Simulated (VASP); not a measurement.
Set up this calculation in VASP 6.6.1, as the native input.

| Property | Result |
| --- | --- |
| Task | single point |
| Functional | PBEsol |
| Potentials or basis | VASP PAW PBE potentials, release 64 (Al, Ni) |
| Cutoff | 520 eV |
| k mesh | 15 × 15 × 5 |
| Occupations | gaussian, width 0.15 eV |
| Spin | no spin polarisation |
| Dipole correction | no |
| Further INCAR settings | ALGO = Fast; EDIFF = 1e-06; NBANDS = 28 |

The structure of AlNi lies in POSCAR:

```
AlNi
1.0
    0.0000000000     -2.8618233747      0.0000000000
    0.0000000000      0.0000000000     -2.8618233747
   10.5854701242      0.0000000000      0.0000000000
Al Ni
3 3
Direct
    1.0000000000      0.0000000000      0.0675884807
    1.0000000000      0.0000000000      0.3379424037
    1.0000000000      0.0000000000      0.6082963267
    0.5000000000      0.5000000000      0.7434732882
    0.5000000000      0.5000000000      0.2027654422
    0.5000000000      0.5000000000      0.4731193652
```

These files were run (other wordings do the same):

INCAR

```
PREC = Accurate
ENCUT = 520
EDIFF = 1E-6
ISMEAR = 0
SIGMA = 0.15
LREAL = False
LASPH = True
NELM = 80
ALGO = Fast
ISIF = 2
LWAVE = False
LCHARG = False
GGA = PS
NBANDS = 28
```

KPOINTS

```
Automatic mesh
0
Gamma
  15 15 5
```

Potentials or basis: VASP PAW PBE potentials, release 64 (Al, Ni).

The run is started by

```sh
$ cat potpaw_PBE.64/Al/POTCAR potpaw_PBE.64/Ni/POTCAR > POTCAR
$ mpirun -np 1 vasp_std > vasp.out
```

It gave:

```
Pressure               : -5.9 GPa
Largest force          : 0.920 eV/Å
Band gap on the k mesh : zero (an odd number of electrons rules out a gap without spin polarisation)
```

Caveat: the cell stands under tension; the PAW data sets were made with another functional, which shifts forces and pressure a little.

Run time: 2.4 min on 1 thread of Intel(R) Xeon(R) 6975P-C (Granite Rapids) (shared host), peak memory 0.35 GiB.
